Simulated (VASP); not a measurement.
MgO, 2 atoms in the cell. The typed cell holds 2 atoms: a = 2.633 Å, b = 2.633 Å, c = 2.623 Å, α = 90.00°, β = 90.00°, γ = 90.00°.  This cell differs from its parent crystal: biaxial xy strain +0.4%.

* Program: VASP 6.6.1
* Task: single point
* Functional: HSE06
* Potentials or basis: VASP PAW PBE potentials, release 64 (Mg, O)
* Cutoff: 520 eV
* k mesh: 6 × 6 × 6
* Occupations: gaussian, width 0.01 eV
* Spin: no spin polarisation
* Dipole correction: no
* Grid for exact exchange (PRECFOCK): Normal
* Further INCAR settings: ALGO = Normal; EDIFF = 1e-07; NBANDS = 11
* Share of exact exchange: 0.25
* Screening parameter: 0.2079 1/Å

Potentials or basis: VASP PAW PBE potentials, release 64 (Mg, O).

Run with:

```bash
$ cat potpaw_PBE.64/Mg/POTCAR potpaw_PBE.64/O/POTCAR > POTCAR
$ cp INCAR.step1 INCAR
$ mpirun -np 1 vasp_std > vasp.out
$ cp INCAR.step2 INCAR
$ mpirun -np 1 vasp_std > vasp.out
```

Hardware: 1 thread of Intel(R) Xeon(R) 6975P-C (Granite Rapids) (shared host).

Question: Estimate the wall time of this run.

Answer: Wall time 7.8 min on 1 thread of Intel(R) Xeon(R) 6975P-C (Granite Rapids), on a shared host, peak memory 0.23 GiB. Counts: k points 40.
